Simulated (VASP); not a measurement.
**NaCl: single point with PBEsol**

The system is NaCl.

```
Na Cl
1.0
     0.00000    2.61937    2.83175
     3.04413    0.00000    2.83175
     3.04413    2.61937    0.00000
Na Cl
1 1
Direct
  0.00000 0.00000 0.00000
  0.50000 0.50000 0.50000
```

This cell differs from its parent crystal: strain +0.0750 x Voigt [1, -1, 0, 0, 0, 0].

```
Program             : VASP 6.6.1
Task                : single point
Functional          : PBEsol
Potentials or basis : VASP PAW PBE potentials, release 64 (Na_pv, Cl)
Cutoff              : 520 eV
k mesh              : 8 × 8 × 8
Occupations         : gaussian, width 0.05 eV
Spin                : no spin polarisation
```

The pressure is 0.4 GPa and the band gap on the k mesh is 4.89 eV, direct.

Stress tensor (GPa, compression positive):
```
-2.26  0.00  0.00
 0.00  4.08  0.00
 0.00  0.00 -0.49
```

Levels at points of the mesh, in eV from the valence-band top:
```tsv
k point	band 3	band 4	band 5	band 6	band 7	band 8	band 9	band 10	band 11	band 12
(0.00, 0.00, 0.00)	-20.65	-12.67	-0.10	0.00	0.00	4.89	10.49	11.06	11.63	12.36
(0.50, 0.00, 0.00)	-20.65	-12.32	-1.99	-0.38	-0.23	7.02	10.28	10.39	11.63	14.81
(0.50, 0.50, 0.00)	-20.66	-12.28	-1.73	-0.85	-0.39	7.46	8.00	11.02	13.67	14.65
(0.50, 0.00, 0.50)	-20.66	-12.22	-1.64	-0.91	-0.66	7.51	7.62	11.77	13.61	14.57
(0.00, 0.50, 0.50)	-20.65	-12.36	-1.74	-0.58	-0.36	7.51	8.19	10.38	14.61	15.02
```

Run time: 42 s on 1 thread of Intel(R) Xeon(R) Platinum 8259CL CPU @ 2.50GHz (Skylake/Cascade Lake), with other jobs on the host, peak memory 0.19 GiB.

Caveat: the cell differs from its parent crystal (strain +0.0750 x Voigt [1, -1, 0, 0, 0, 0]); the PAW data sets were made with another functional, which shifts forces and pressure a little. A k mesh can miss the band edges.
